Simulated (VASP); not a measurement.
# Sb (R-3m) in VASP: a series of runs

Sb is run at these levels: LDA; tasks: single point.

All numbers are computed with VASP 6.6.1; they aren't measurements. Logs are shortened: lines on timing, memory, paths and dates and some standing lists are left out, and cuts for length are marked.

### 1 The cell of the first run

It takes space group R-3m (No. 166, trigonal). The conventional cell has a = 4.294 Å, b = 4.294 Å, c = 10.967 Å, α = 90.00°, β = 90.00°, γ = 120.00°. Within 3.8 Å of Sb (site symmetry 3m) lie 6 Sb at 2.91 to 3.27 Å.

### 2 Single point, LDA

The input, INCAR:

```
SYSTEM = Sb
PREC     = Accurate       ! precision mode
ENCUT    = 520            ! plane-wave cutoff, eV
EDIFF    = 1E-7           ! SCF threshold, eV
ISMEAR   = 0              ! smearing method
SIGMA    = 0.1            ! smearing width, eV
LREAL    = .False.        ! projectors in reciprocal space
LASPH    = .True.         ! aspherical terms in the spheres
NELM     = 60             ! most SCF steps
ALGO     = Normal         ! electronic algorithm
ISIF     = 2              ! what is computed and relaxed
LWAVE    = .False.        ! write WAVECAR
LCHARG   = .True.         ! write CHGCAR
GGA      = CA             ! functional
LELF     = .True.         ! ELF
LVHAR    = .True.       
NBANDS   = 12             ! bands
```

The input, KPOINTS:

```
regular mesh
0
Gamma
  12 12 12
  0 0 0
```

The input, POSCAR:

```
Sb
1.0
    2.1468850328      1.2395046532      3.6556912551
   -2.1468850328      1.2395046532      3.6556912551
    0.0000000000     -2.4790093016      3.6556912567
Sb
2
Direct
    0.2641230965      0.2641230965      0.2641230965
    0.7358769035      0.7358769035      0.7358769035
```

Potentials or basis: VASP PAW LDA potentials, release 64 (Sb).

The run is started by

```bash
$ cat potpaw_LDA.64/Sb/POTCAR > POTCAR
$ mpirun -np 1 vasp_std > vasp.out
```

OUTCAR:

```text
SYSTEM = Sb
   PREC = Accurate
   ENCUT = 520
   EDIFF = 1E-7
   ISMEAR = 0
   LREAL = .False.
   LASPH = .True.
   NELM = 60
   ISIF = 2
   GGA = CA

 ion  position               nearest neighbor table
   1  0.264  0.264  0.264-   2 2.91   2 2.91   2 2.91   2 3.27   2 3.27   2 3.27
   2  0.736  0.736  0.736-   1 2.91   1 2.91   1 2.91   1 3.27   1 3.27   1 3.27

  LATTYP: Found a trigonal (rhomboedric) cell.
 ALAT       =     4.4169634006
 COS(alpha) =     0.5275020040

  Lattice vectors:

 A1 = (   2.1468850328,   1.2395046532,   3.6556912551)
 A2 = (  -2.1468850328,   1.2395046532,   3.6556912551)
 A3 = (   0.0000000000,  -2.4790093016,   3.6556912567)

Analysis of symmetry for initial positions (statically):
=====================================================================
 Subroutine PRICEL returns:
 Original cell was already a primitive cell.

 Routine SETGRP: Setting up the symmetry group for a
 trigonal (rhombohedral) supercell.

 Subroutine GETGRP returns: Found 12 space group operations
 (whereof 12 operations were pure point group operations)
 out of a pool of 12 trial point group operations.

The static configuration has the point symmetry D_3d.

Analysis of symmetry for dynamics (positions and initial velocities):
=====================================================================
 Subroutine PRICEL returns:
 Original cell was already a primitive cell.

 Routine SETGRP: Setting up the symmetry group for a
 trigonal (rhombohedral) supercell.

 Subroutine GETGRP returns: Found 12 space group operations
 (whereof 12 operations were pure point group operations)
 out of a pool of 12 trial point group operations.

The dynamic configuration has the point symmetry D_3d.

 Subroutine INISYM returns: Found 12 space group operations
 (whereof 12 operations are pure point group operations),
 and found     1 'primitive' translations

----------------------------------------------------------------------------------------

                                     Primitive cell

  volume of cell :      58.3684

  direct lattice vectors                    reciprocal lattice vectors
     2.146885033  1.239504653  3.655691255     0.232895564  0.134462316  0.091182025
    -2.146885033  1.239504653  3.655691255    -0.232895564  0.134462316  0.091182025
     0.000000000 -2.479009302  3.655691257     0.000000000 -0.268924633  0.091182026

  length of vectors
     4.416963401  4.416963401  4.416963401     0.283962357  0.283962357  0.283962357

  position of ions in fractional coordinates (direct lattice)
     0.264123097  0.264123097  0.264123097
     0.735876903  0.735876903  0.735876903

  ion indices of the primitive-cell ions
   primitive index   ion index
                 1           1
                 2           2

----------------------------------------------------------------------------------------

 KPOINTS: regular mesh

Automatic generation of k-mesh.
 Grid dimensions read from file:
 generate k-points for:   12   12   12

 Generating k-lattice:

  Cartesian coordinates                     Fractional coordinates (reciprocal lattice)
     0.019407964  0.011205193  0.007598502     0.083333333  0.000000000  0.000000000
    -0.019407964  0.011205193  0.007598502     0.000000000  0.083333333  0.000000000
     0.000000000 -0.022410386  0.007598502     0.000000000  0.000000000  0.083333333

  Length of vectors
     0.023663530  0.023663530  0.023663530

  Shift w.r.t. Gamma in fractional coordinates (k-lattice)
     0.000000000  0.000000000  0.000000000

 Subroutine IBZKPT returns following result:
 ===========================================

 Found    189 irreducible k-points:

 Following reciprocal coordinates:
            Coordinates               Weight
  0.000000  0.000000  0.000000      1.000000
  0.083333  0.000000 -0.000000      6.000000
  0.166667  0.000000  0.000000      6.000000
  0.250000  0.000000  0.000000      6.000000
  0.333333  0.000000 -0.000000      6.000000
  0.416667  0.000000 -0.000000      6.000000
[... 16 lines left out ...]
  0.500000  0.166667 -0.000000     12.000000
 -0.416667  0.166667  0.000000     12.000000
 [... further k-points ...]
   k-points           NKPTS =    189   k-points in BZ     NKDIM =    189   number of bands    NBANDS=     12
   number of dos      NEDOS =    301   number of ions     NIONS =      2
   total plane-waves  NPLWV =  46656
   dimension x,y,z NGX =    36 NGY =   36 NGZ =   36
   dimension x,y,z NGXF=    72 NGYF=   72 NGZF=   72
   ions per type =               2
   NGX,Y,Z   is equivalent  to a cutoff of  13.55, 13.55, 13.55 a.u.
   NGXF,Y,Z  is equivalent  to a cutoff of  27.10, 27.10, 27.10 a.u.
 SYSTEM =  Sb
   PREC   = accura    normal or accurate (medium, high low for compatibility)
   ISTART =      0    job   : 0-new  1-cont  2-samecut
   ICHARG =      2    charge: 1-file 2-atom 10-const
   ISPIN  =      1    spin polarized calculation?
   LNONCOLLINEAR =      F non collinear calculations
   LSORBIT =      F    spin-orbit coupling
   LASPH  =      T    aspherical Exc in radial PAW
   ENCUT  =  520.0 eV  38.22 Ry    6.18 a.u.   8.21  8.21  8.21*2*pi/ulx,y,z
   NELM   =     60;   NELMIN=  2; NELMDL= -5     # of ELM steps
   EDIFF  = 0.1E-06   stopping-criterion for ELM
   LREAL  =      F    real-space projection
   EDIFFG = 0.1E-05   stopping-criterion for IOM
   NSW    =      0    number of steps for IOM
   IBRION =     -1    ionic relax: 0-MD 1-quasi-New 2-CG
   NFREE  =      0    steps in history (QN), initial steepest desc. (CG)
   ISIF   =      2    stress and relaxation
   ISYM   =      2    0-nonsym 1-usesym 2-fastsym
   POTIM  = 0.5000    time-step for ionic-motion
   TEBEG  =    0.0;   TEEND  =   0.0 temperature during run
   PSTRESS=    0.0 pullay stress
   NELECT =      10.0000    total number of electrons
   NUPDOWN=      -1.0000    fix difference up-down
   EMIN   =  10.00;   EMAX   =-10.00  energy-range for DOS
   EFERMI =   0.00;   METHOD = LEGACY
   ISMEAR =     0;   SIGMA  =   0.10  broadening in eV -4-tet -1-fermi 0-gaus
   EFERMI_NEDOS =   21; number of points for ismear=-14 and -15
   IALGO  =     38    algorithm
   IMIX   =      4    mixing-type and parameters
     AMIX     =   0.40;   BMIX     =  1.00
     AMIX_MAG =   1.60;   BMIX_MAG =  1.00
  volume/ion in A,a.u.               =      29.18       196.94
  Fermi-wavevector in a.u.,A,eV,Ry     =   0.909248  1.718229 11.248366  0.826732
  Thomas-Fermi vector in A             =   2.033270
   LORBIT       =      0    0 simple, 1 ext, 2 COOP (PROOUT), +10 PAW based schemes
   GGA     = CA    functional components
   LHFCALC =     F    Hartree Fock is set to
   AEXX    =    0.0000 exact exchange contribution
   IVDW    =     0    specifies the selected vdW correction
   LEPSILON=     F    determine dielectric tensor
   LRPA    =     F    only Hartree local field effects (RPA)
 non-spin polarized calculation
 Gauss-broadening in eV      SIGMA  =   0.10
  energy-cutoff  :      520.00
  volume of cell :       58.37
 maximum number of plane-waves:      1586
 NGX is ok and might be reduce to    36

 number of electron      10.0000000 magnetization

 Free energy of the ion-electron system (eV)
  ---------------------------------------------------
  ext. energy  EPLUGINS =         0.00000000
  ---------------------------------------------------
  free energy    TOTEN  =        -9.62875505 eV

  energy without entropy =       -9.62810768  energy(sigma->0) =       -9.62843136

 E-fermi :   7.4890     XC(G=0):  -9.8697

 val. band max:        7.4829296710   @ k =  -0.4167   0.5000   0.4167
 cond. band min:       7.6267137251   @ k =   0.3333   0.1667   0.1667
 fundamental gap:      0.1437840542
 Fermi energy:         7.4889988862

 k-point     1 :       0.0000    0.0000    0.0000
  band No.  band energies     occupation
      1      -5.3855      2.00000
      2       2.8664      2.00000
      3       5.5387      2.00000
      4       5.6777      2.00000
      5       5.6777      2.00000
      6       9.8610      0.00000
      7      10.3689      0.00000
      8      10.3689      0.00000
      9      12.4756      0.00000
     10      12.4756      0.00000
     11      12.6585      0.00000
     12      14.0598      0.00000

 k-point     2 :       0.0833    0.0000   -0.0000
  band No.  band energies     occupation
      1      -5.3070      2.00000
      2       2.4658      2.00000
      3       5.5613      2.00000
      4       5.6688      2.00000
      5       5.8790      2.00000
      6       9.7725      0.00000
      7      10.1435      0.00000
      8      10.1462      0.00000
      9      12.1819      0.00000
     10      12.5037      0.00000
     11      12.5270      0.00000
     12      14.6261      0.00000

 k-point     3 :       0.1667    0.0000    0.0000
  band No.  band energies     occupation
      1      -5.0723      2.00000
      2       1.5633      2.00000
      3       5.5824      2.00000
      4       5.6523      2.00000
      5       6.2629      2.00000
      6       9.4086      0.00000
      7       9.5835      0.00000
      8       9.6125      0.00000
      9      12.0394      0.00000
     10      12.6172      0.00000
     11      12.8145      0.00000
     12      15.7890      0.00000

 k-point     4 :       0.2500    0.0000    0.0000
  band No.  band energies     occupation
      1      -4.6841      2.00000
      2       0.4933      2.00000
      3       5.6345      2.00000
      4       5.6493      2.00000
      5       6.5712      2.00000
      6       8.8160      0.00000
      7       8.9350      0.00000
      8       8.9705      0.00000
      9      12.4598      0.00000
     10      13.1329      0.00000
     11      13.4681      0.00000
     12      17.2339      0.00000

 k-point     5 :       0.3333    0.0000   -0.0000
  band No.  band energies     occupation
      1      -4.1488      2.00000
      2      -0.5918      2.00000
      3       5.6735      2.00000
      4       5.7338      2.00000
      5       6.7989      2.00000
      6       8.1890      0.00000
      7       8.3653      0.00000
      8       8.3873      0.00000
      9      13.2947      0.00000
     10      14.0168      0.00000
     11      14.3872      0.00000
     12      18.3546      0.00000
[... 228 lines left out ...]
      1      -4.2892      2.00000
      2       0.1216      2.00000
      3       4.4354      2.00000
      4       4.8223      2.00000
      5       5.7837      2.00000
      6       9.3420      0.00000
      7      10.0464      0.00000
      8      10.4277      0.00000
      9      11.3566      0.00000
     10      14.7399      0.00000
     11      15.0491      0.00000
     12      16.5266      0.00000

 k-point    22 :       0.4167    0.1667    0.0000
  band No.  band energies     occupation
      1      -3.7308      2.00000
      2      -0.8197      2.00000
      3       4.2482      2.00000
      4       4.8391      2.00000
      5       5.5043      2.00000
      6       9.5035      0.00000
      7       9.6736      0.00000
      8      10.1585      0.00000
      9      11.9396      0.00000
     10      15.5800      0.00000
     11      16.1595      0.00000
     12      16.9825      0.00000

 k-point    23 :       0.5000    0.1667   -0.0000
  band No.  band energies     occupation
      1      -3.0649      2.00000
      2      -1.7280      2.00000
      3       3.9786      2.00000
      4       5.0110      2.00000
      5       5.5598      2.00000
      6       9.0140      0.00000
      7       9.2951      0.00000
      8      10.3776      0.00000
      9      13.0069      0.00000
     10      15.6417      0.00000
     11      16.4567      0.00000
     12      16.6915      0.00000

 k-point    24 :      -0.4167    0.1667    0.0000
  band No.  band energies     occupation
      1      -2.7755      2.00000
      2      -2.0790      2.00000
      3       3.7654      2.00000
      4       5.3533      2.00000
      5       5.8148      2.00000
      6       8.4847      0.00000
      7       8.9156      0.00000
      8      10.7147      0.00000
      9      14.1434      0.00000
     10      14.5530      0.00000
     11      15.1683      0.00000
     12      17.8104      0.00000

 [... further k-points ...]

------------------------ aborting loop because EDIFF is reached ----------------------------------------

  FORCE on cell =-STRESS in cart. coord.  units (eV):
  Direction    XX          YY          ZZ          XY          YZ          ZX
  --------------------------------------------------------------------------------------
  -------------------------------------------------------------------------------------
  Total        0.1198503      0.1198503      0.0776971      0.0000000     -0.0000000     -0.0000000
  in kB        3.2898201      3.2898201      2.1327384      0.0000000     -0.0000000     -0.0000000
  external PRESSURE =       2.9041262 kB  Pullay stress =       0.0000000 kB

 VOLUME and BASIS-vectors are now :
 -----------------------------------------------------------------------------
  energy-cutoff  :      520.00
  volume of cell :       58.37
      direct lattice vectors                 reciprocal lattice vectors
     2.146885033  1.239504653  3.655691255     0.232895564  0.134462316  0.091182025
    -2.146885033  1.239504653  3.655691255    -0.232895564  0.134462316  0.091182025
     0.000000000 -2.479009302  3.655691257     0.000000000 -0.268924633  0.091182026

 POSITION                                       TOTAL-FORCE (eV/Angst)
 -----------------------------------------------------------------------------------
      0.00000      0.00000      2.89666         0.000000     -0.000000     -0.064084
      0.00000      0.00000      8.07042         0.000000      0.000000      0.064084
 -----------------------------------------------------------------------------------
    total drift:                               -0.000000     -0.000000      0.000000

  FREE ENERGIE OF THE ION-ELECTRON SYSTEM (eV)
  ---------------------------------------------------
  free  energy   TOTEN  =        -9.6287550516 eV

  energy  without entropy=       -9.6281076761  energy(sigma->0) =       -9.62843136
```

It took 77 s on 1 thread of Intel Xeon Platinum 8259CL at 2.50GHz (Skylake/Cascade Lake), shared host; peak memory 0.25 GiB.

What came out:

* Free energy: -9.6288 eV
* Pressure: 0.3 GPa
* Largest force: 0.064 eV/Å
* Band gap on the k mesh: zero (bands 5 and 6 overlap by 0.27 eV)

Forces on the atoms (eV/Å):
```
Sb   0.000  0.000 -0.064
Sb   0.000  0.000  0.064
```

Stress tensor (GPa, compression positive):
```
0.33 0.00 0.00
0.00 0.33 0.00
0.00 0.00 0.21
```

Levels at points of the mesh, in eV from the Fermi level:
```tsv
k point	band 3	band 4	band 5	band 6	band 7	band 8
(0.00, 0.00, 0.00)	-1.95	-1.81	-1.81	2.37	2.88	2.88
(0.50, 0.00, 0.00)	-1.75	-1.57	-0.26	-0.14	0.28	0.34
(0.50, 0.50, 0.00)	-5.62	-3.79	-3.76	1.60	5.18	5.59
(0.50, 0.50, 0.50)	-1.24	-1.24	-0.44	-0.01	-0.01	1.03
```

Caveat: spin-orbit coupling is left out, which moves the levels of the heavy elements.

### 3 Single point, LDA

This run uses another cell than the first one, of the same volume but with other edges.

The input, INCAR:

```
SYSTEM = Sb
ALGO = Normal
EDIFF = 1E-6
ENCUT = 520
GGA = CA
ISIF = 2
ISMEAR = 0
ISYM = 0
LASPH = .TRUE.
LCHARG = .FALSE.
LREAL = .FALSE.
LWAVE = .FALSE.
NBANDS = 12
NELM = 80
PREC = Accurate
SIGMA = 0.1
```

The input, KPOINTS:

```
k-points
0
G
  8 6 16
  0 0 0
```

The input, POSCAR:

```
Sb
1.0
    4.4169634005      0.0000000000      0.0000000000
    0.2429506900      6.1552418328      0.0000000000
   -2.0870063553      3.0776209164      2.1468850328
Sb
2
Direct
    0.4717538069      0.7358769035      0.0000000000
    0.5282461931      0.2641230965      0.0000000000
```

Potentials or basis: VASP PAW LDA potentials, release 64 (Sb).

The run is started by

```bash
$ cat potpaw_LDA.64/Sb/POTCAR > POTCAR
$ mpirun -np 1 vasp_std > vasp.out
```

Run time: 2.7 min. Hardware: 1 thread of Intel Xeon Platinum 8259CL at 2.50GHz (Skylake/Cascade Lake), shared host; peak memory 0.36 GiB.

The run converged. Its results:

```yaml
Free_energy: -9.6240 eV
Pressure: 0.3 GPa
Largest_force: 0.086 eV/Å
Band_gap_on_the_k_mesh: zero (bands 5 and 6 overlap by 0.21 eV)
```

Forces on the atoms (eV/Å):
```
Sb   0.081  0.028 -0.006
Sb  -0.081 -0.028  0.006
```

Levels at points of the mesh, in eV from the Fermi level:
```csv
k point,band 2,band 3,band 4,band 5,band 6,band 7,band 8,band 9
"(0.00, 0.00, 0.00)",-4.59,-1.92,-1.78,-1.78,2.40,2.91,2.91,5.02
"(0.50, 0.00, 0.00)",-7.88,-5.59,-3.76,-3.72,1.64,5.21,5.62,7.31
"(0.00, 0.50, 0.00)",-9.75,-1.72,-1.53,-0.22,-0.10,0.31,0.38,7.94
"(0.50, 0.50, 0.00)",-9.15,-1.21,-1.21,-0.41,0.02,0.02,1.07,7.38
"(0.00, 0.00, 0.50)",-7.88,-5.59,-3.76,-3.72,1.64,5.21,5.62,7.31
"(0.50, 0.00, 0.50)",-7.88,-5.59,-3.76,-3.72,1.64,5.21,5.62,7.31
"(0.00, 0.50, 0.50)",-9.75,-1.72,-1.53,-0.22,-0.10,0.31,0.38,7.94
"(0.50, 0.50, 0.50)",-9.75,-1.72,-1.53,-0.22,-0.10,0.31,0.38,7.94
```

Caveat: spin-orbit coupling is left out, which moves the levels of the heavy elements.
